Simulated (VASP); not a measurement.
# Sc8H in VASP: single point with PBE

Aim: the single point of Sc8H with PBE.

All numbers are computed with VASP 6.6.1; they aren't measurements. Logs are shortened: lines on timing, memory, paths and dates and some standing lists are left out, and cuts for length are marked.

## 1. The cell of the first run

The cell holds a slab with vacuum, 9 atoms: a = 6.639 Å, b = 5.163 Å, c = 19.113 Å, α = 90.00°, β = 90.00°, γ = 90.00°.

## 2. Single point, PBE

INCAR reads:

```
PREC = Accurate ; ENCUT = 520
EDIFF = 1E-7 ; ISMEAR = 0
SIGMA = 0.1 ; LREAL = False
LASPH = True ; NELM = 80
ALGO = Normal ; ISIF = 2
LWAVE = False ; LCHARG = False
LDIPOL = True ; IDIPOL = 3
DIPOL = 0.5 0.5 0.321 ; GGA = PE
NBANDS = 54
```

KPOINTS reads:

```
Automatic mesh
0
Gamma
  4 5 1
```

POSCAR reads:

```
Sc8H
1.0
    6.6389479791      0.0000000000      0.0000000000
    0.0000000000      5.1626219083      0.0000000000
    0.0000000000      0.0000000000     19.1132872497
Sc H
8 1
Direct
    0.0000000000      0.7500000000      0.2092784955
    0.5000000000      0.7500000000      0.2092784955
    0.2500000000      0.2500000000      0.2594137541
    0.7500000000      0.2500000000      0.2594137541
    0.2500000000      0.7500000000      0.3452852846
    0.7500000000      0.7500000000      0.3452852846
    0.0000000000      0.2500000000      0.3983243254
    0.5000000000      0.2500000000      0.3983243254
    0.1875000000      0.3750000000      0.4639368749
```

Potentials or basis: VASP PAW PBE potentials, release 64 (Sc_sv, H).

Run with:

```console
$ cat potpaw_PBE.64/Sc_sv/POTCAR potpaw_PBE.64/H/POTCAR > POTCAR
$ mpirun -np 1 vasp_std > vasp.out
```

OUTCAR:

```text
PREC = Accurate
   ENCUT = 520
   EDIFF = 1E-7
   ISMEAR = 0
   LREAL = False
   LASPH = True
   NELM = 80
   ISIF = 2
   GGA = PE

 ion  position               nearest neighbor table
   1  0.000  0.750  0.209-   5 3.08   6 3.08   3 3.21   4 3.21   3 3.21   4 3.21   2 3.32   2 3.32

   2  0.500  0.750  0.209-   5 3.08   6 3.08   3 3.21   4 3.21   3 3.21   4 3.21   1 3.32   1 3.32

   3  0.250  0.250  0.259-   5 3.06   5 3.06   8 3.13   7 3.13   1 3.21   1 3.21   2 3.21   2 3.21
                             4 3.32   4 3.32
   4  0.750  0.250  0.259-   6 3.06   6 3.06   8 3.13   7 3.13   1 3.21   1 3.21   2 3.21   2 3.21
                             3 3.32   3 3.32
   5  0.250  0.750  0.345-   3 3.06   3 3.06   1 3.08   2 3.08   8 3.23   7 3.23   7 3.23   8 3.23
                             6 3.32   6 3.32
   6  0.750  0.750  0.345-   4 3.06   4 3.06   1 3.08   2 3.08   8 3.23   7 3.23   7 3.23   8 3.23
                             5 3.32   5 3.32
   7  0.000  0.250  0.398-   9 1.88   4 3.13   3 3.13   6 3.23   5 3.23   5 3.23   6 3.23   8 3.32
                             8 3.32
   8  0.500  0.250  0.398-   3 3.13   4 3.13   5 3.23   6 3.23   5 3.23   6 3.23   7 3.32   7 3.32

   9  0.188  0.375  0.464-   7 1.88

  LATTYP: Found a simple orthorhombic cell.
 ALAT       =     5.1626219083
 B/A-ratio  =     1.2859643989
 C/A-ratio  =     3.7022442451

  Lattice vectors:

 A1 = (   0.0000000000,  -5.1626219083,   0.0000000000)
 A2 = (   6.6389479791,   0.0000000000,   0.0000000000)
 A3 = (   0.0000000000,   0.0000000000,  19.1132872497)

Analysis of symmetry for initial positions (statically):
=====================================================================
 Subroutine PRICEL returns:
 Original cell was already a primitive cell.

 Routine SETGRP: Setting up the symmetry group for a
 simple orthorhombic supercell.

 Subroutine GETGRP returns: Found  1 space group operations
 (whereof  1 operations were pure point group operations)
 out of a pool of  8 trial point group operations.

The static configuration has the point symmetry C_1 .

Analysis of symmetry for dynamics (positions and initial velocities):
=====================================================================
 Subroutine PRICEL returns:
 Original cell was already a primitive cell.

 Routine SETGRP: Setting up the symmetry group for a
 simple orthorhombic supercell.

 Subroutine GETGRP returns: Found  1 space group operations
 (whereof  1 operations were pure point group operations)
 out of a pool of  8 trial point group operations.

The dynamic configuration has the point symmetry C_1 .

 Subroutine INISYM returns: Found  1 space group operations
 (whereof  1 operations are pure point group operations),
 and found     1 'primitive' translations

----------------------------------------------------------------------------------------

                                     Primitive cell

  volume of cell :     655.0960

  direct lattice vectors                    reciprocal lattice vectors
     6.638947979  0.000000000  0.000000000     0.150626274  0.000000000  0.000000000
     0.000000000  5.162621908  0.000000000     0.000000000  0.193700026  0.000000000
     0.000000000  0.000000000 19.113287250     0.000000000  0.000000000  0.052319624

  length of vectors
     6.638947979  5.162621908 19.113287250     0.150626274  0.193700026  0.052319624

  position of ions in fractional coordinates (direct lattice)
     0.000000000  0.750000000  0.209278496
     0.500000000  0.750000000  0.209278496
     0.250000000  0.250000000  0.259413754
     0.750000000  0.250000000  0.259413754
     0.250000000  0.750000000  0.345285285
     0.750000000  0.750000000  0.345285285
     0.000000000  0.250000000  0.398324325
     0.500000000  0.250000000  0.398324325
     0.187500000  0.375000000  0.463936875

  ion indices of the primitive-cell ions
   primitive index   ion index
                 1           1
                 2           2
                 3           3
                 4           4
                 5           5
                 6           6
                 7           7
                 8           8
                 9           9

----------------------------------------------------------------------------------------

 KPOINTS: Automatic mesh

Automatic generation of k-mesh.
 Grid dimensions read from file:
 generate k-points for:    4    5    1

 Generating k-lattice:

  Cartesian coordinates                     Fractional coordinates (reciprocal lattice)
     0.037656569  0.000000000  0.000000000     0.250000000  0.000000000  0.000000000
     0.000000000  0.038740005  0.000000000     0.000000000  0.200000000  0.000000000
     0.000000000  0.000000000  0.052319624     0.000000000  0.000000000  1.000000000

  Length of vectors
     0.037656569  0.038740005  0.052319624

  Shift w.r.t. Gamma in fractional coordinates (k-lattice)
     0.000000000  0.000000000  0.000000000

 Subroutine IBZKPT returns following result:
 ===========================================

 Found     11 irreducible k-points:

 Following reciprocal coordinates:
            Coordinates               Weight
  0.000000  0.000000  0.000000      1.000000
  0.250000  0.000000  0.000000      2.000000
  0.500000  0.000000  0.000000      1.000000
  0.000000  0.200000  0.000000      2.000000
  0.250000  0.200000  0.000000      2.000000
 -0.250000  0.200000  0.000000      2.000000
  0.500000  0.200000  0.000000      2.000000
  0.000000  0.400000  0.000000      2.000000
  0.250000  0.400000  0.000000      2.000000
 -0.250000  0.400000  0.000000      2.000000
  0.500000  0.400000  0.000000      2.000000
   k-points           NKPTS =     11   k-points in BZ     NKDIM =     11   number of bands    NBANDS=     54
   number of dos      NEDOS =    301   number of ions     NIONS =      9
   total plane-waves  NPLWV = 288000
   dimension x,y,z NGX =    50 NGY =   40 NGZ =  144
   dimension x,y,z NGXF=   100 NGYF=   80 NGZF=  288
   ions per type =               8   1
   NGX,Y,Z   is equivalent  to a cutoff of  12.52, 12.88, 12.53 a.u.
   NGXF,Y,Z  is equivalent  to a cutoff of  25.04, 25.76, 25.05 a.u.
 SYSTEM =  unknown system
   PREC   = accura    normal or accurate (medium, high low for compatibility)
   ISTART =      0    job   : 0-new  1-cont  2-samecut
   ICHARG =      2    charge: 1-file 2-atom 10-const
   ISPIN  =      1    spin polarized calculation?
   LNONCOLLINEAR =      F non collinear calculations
   LSORBIT =      F    spin-orbit coupling
   LASPH  =      T    aspherical Exc in radial PAW
   ENCUT  =  520.0 eV  38.22 Ry    6.18 a.u.  12.34  9.60 35.54*2*pi/ulx,y,z
   NELM   =     80;   NELMIN=  2; NELMDL= -5     # of ELM steps
   EDIFF  = 0.1E-06   stopping-criterion for ELM
   LREAL  =      F    real-space projection
   EDIFFG = 0.1E-05   stopping-criterion for IOM
   NSW    =      0    number of steps for IOM
   IBRION =     -1    ionic relax: 0-MD 1-quasi-New 2-CG
   NFREE  =      0    steps in history (QN), initial steepest desc. (CG)
   ISIF   =      2    stress and relaxation
   ISYM   =      2    0-nonsym 1-usesym 2-fastsym
   POTIM  = 0.5000    time-step for ionic-motion
   TEBEG  =    0.0;   TEEND  =   0.0 temperature during run
   PSTRESS=    0.0 pullay stress
   NELECT =      89.0000    total number of electrons
   NUPDOWN=      -1.0000    fix difference up-down
   EMIN   =  10.00;   EMAX   =-10.00  energy-range for DOS
   EFERMI =   0.00;   METHOD = LEGACY
   ISMEAR =     0;   SIGMA  =   0.10  broadening in eV -4-tet -1-fermi 0-gaus
   EFERMI_NEDOS =   21; number of points for ismear=-14 and -15
   IALGO  =     38    algorithm
   IMIX   =      4    mixing-type and parameters
     AMIX     =   0.40;   BMIX     =  1.00
     AMIX_MAG =   1.60;   BMIX_MAG =  1.00
  volume/ion in A,a.u.               =      72.79       491.20
  Fermi-wavevector in a.u.,A,eV,Ry     =   0.841595  1.590384  9.636765  0.708282
  Thomas-Fermi vector in A             =   1.956165
   LORBIT       =      0    0 simple, 1 ext, 2 COOP (PROOUT), +10 PAW based schemes
   GGA     = PE    functional components
   LHFCALC =     F    Hartree Fock is set to
   AEXX    =    0.0000 exact exchange contribution
   IVDW    =     0    specifies the selected vdW correction
   LEPSILON=     F    determine dielectric tensor
   LRPA    =     F    only Hartree local field effects (RPA)
 non-spin polarized calculation
 Gauss-broadening in eV      SIGMA  =   0.10
  energy-cutoff  :      520.00
  volume of cell :      655.10
 maximum number of plane-waves:     17709
 NGX is ok and might be reduce to    50
   NGX = 25   NGY = 19   NGZ = 71

 dipolmoment           0.000000      0.000000     -0.394929 electrons x Angstroem

 number of electron      88.9999996 magnetization

 dipolmoment           0.000000      0.000000      0.052989 electrons x Angstroem

 Free energy of the ion-electron system (eV)
  ---------------------------------------------------
  ext. energy  EPLUGINS =         0.00000000
  ---------------------------------------------------
  free energy    TOTEN  =       -48.82773362 eV

  energy without entropy =      -48.74136155  energy(sigma->0) =      -48.78454758

 E-fermi :  -1.2597     XC(G=0):  -3.9518

 val. band max:       -1.2627491055   @ k =  -0.2500   0.2000   0.0000
 cond. band min:      -1.2595625259   @ k =  -0.2500   0.4000   0.0000
 fundamental gap:      0.0031865796
 Fermi energy:        -1.2597207870

 k-point     1 :       0.0000    0.0000    0.0000
  band No.  band energies     occupation
      1     -51.1221      2.00000
      2     -51.0512      2.00000
      3     -51.0330      2.00000
      4     -50.8362      2.00000
      5     -50.6349      2.00000
      6     -50.5968      2.00000
[... 46 lines left out ...]
     53       0.0423      0.00000
     54       0.0879      0.00000

 k-point     2 :       0.2500    0.0000    0.0000
  band No.  band energies     occupation
      1     -51.1219      2.00000
      2     -51.0486      2.00000
      3     -51.0356      2.00000
      4     -50.8363      2.00000
      5     -50.6346      2.00000
      6     -50.5966      2.00000
[... 46 lines left out ...]
     53      -0.1046      0.00000
     54       0.0063      0.00000

 k-point     3 :       0.5000    0.0000    0.0000
  band No.  band energies     occupation
      1     -51.1218      2.00000
      2     -51.0434      2.00000
      3     -51.0409      2.00000
      4     -50.8365      2.00000
      5     -50.6342      2.00000
      6     -50.5964      2.00000
[... 46 lines left out ...]
     53      -0.1355      0.00000
     54      -0.0563      0.00000
[... 343 lines left out ...]
 k-point    10 :      -0.2500    0.4000    0.0000
  band No.  band energies     occupation
      1     -51.1214      2.00000
      2     -51.0476      2.00000
      3     -51.0354      2.00000
      4     -50.8353      2.00000
      5     -50.6295      2.00000
      6     -50.5895      2.00000
[... 46 lines left out ...]
     53      -0.2450      0.00000
     54      -0.1757      0.00000

 k-point    11 :       0.5000    0.4000    0.0000
  band No.  band energies     occupation
      1     -51.1213      2.00000
      2     -51.0428      2.00000
      3     -51.0403      2.00000
      4     -50.8354      2.00000
      5     -50.6291      2.00000
      6     -50.5878      2.00000
[... 46 lines left out ...]
     53      -0.3779      0.00000
     54      -0.3240      0.00000

------------------------ aborting loop because EDIFF is reached ----------------------------------------

 vacuum level on the upper side and lower side of the slab       (xc-potential included)         0.015        -0.299

  FORCE on cell =-STRESS in cart. coord.  units (eV):
  Direction    XX          YY          ZZ          XY          YZ          ZX
  --------------------------------------------------------------------------------------
  -------------------------------------------------------------------------------------
  Total        0.2116683     -2.4911299      0.7575466      0.4732860      0.7926021      1.2849405
  in kB        0.5176801     -6.0925904      1.8527421      1.1575221      1.9384778      3.1425966
  external PRESSURE =      -1.2407227 kB  Pullay stress =       0.0000000 kB

 VOLUME and BASIS-vectors are now :
 -----------------------------------------------------------------------------
  energy-cutoff  :      520.00
  volume of cell :      655.10
      direct lattice vectors                 reciprocal lattice vectors
     6.638947979  0.000000000  0.000000000     0.150626274  0.000000000  0.000000000
     0.000000000  5.162621908  0.000000000     0.000000000  0.193700026  0.000000000
     0.000000000  0.000000000 19.113287250     0.000000000  0.000000000  0.052319624

 POSITION                                       TOTAL-FORCE (eV/Angst)
 -----------------------------------------------------------------------------------
      0.00000      3.87197      4.00000        -0.010422     -0.009661     -0.154975
      3.31947      3.87197      4.00000         0.022967     -0.014246     -0.207247
      1.65974      1.29066      4.95825         0.029742     -0.052071      0.061776
      4.97921      1.29066      4.95825        -0.049149      0.052250      0.076705
      1.65974      3.87197      6.59954         0.034450     -0.248579      0.224739
      4.97921      3.87197      6.59954        -0.116840     -0.047166     -0.117603
      0.00000      1.29066      7.61329         0.019452     -0.180802     -0.261136
      3.31947      1.29066      7.61329        -0.883062      0.175478      0.363568
      1.24480      1.93598      8.86736         0.952862      0.324797      0.014173
 -----------------------------------------------------------------------------------
    total drift:                               -0.000019      0.000034      0.000793

  FREE ENERGIE OF THE ION-ELECTRON SYSTEM (eV)
  ---------------------------------------------------
  free  energy   TOTEN  =       -48.8277336222 eV

  energy  without entropy=      -48.7413615453  energy(sigma->0) =      -48.78454758

 vacuum level on the upper side and lower side of the slab         2.360         2.040
```

Wall time 27 min (1 thread of Intel Xeon 8259CL, shared host); peak memory 0.75 GiB.

What came out:

```
Free energy            : -48.8277 eV
Largest force          : 1.007 eV/Å
Band gap on the k mesh : zero (an odd number of electrons rules out a gap without spin polarisation)
```

Forces in eV/Å, atoms in the order of the input:
```
Sc  -0.010 -0.010 -0.155
Sc   0.023 -0.014 -0.207
Sc   0.030 -0.052  0.062
Sc  -0.049  0.052  0.077
Sc   0.034 -0.249  0.225
Sc  -0.117 -0.047 -0.118
Sc   0.019 -0.181 -0.261
Sc  -0.883  0.175  0.364
H    0.953  0.325  0.014
```

Levels at points of the mesh, in eV from the Fermi level:
| k point | band 42 | band 43 | band 44 | band 45 | band 46 | band 47 | band 48 | band 49 |
| --- | --- | --- | --- | --- | --- | --- | --- | --- |
| (0.00, 0.00, 0.00) | -0.51 | -0.35 | -0.27 | -0.14 | -0.04 | 0.22 | 0.39 | 0.51 |
| (0.50, 0.00, 0.00) | -0.43 | -0.39 | -0.17 | -0.05 | 0.31 | 0.34 | 0.43 | 0.43 |
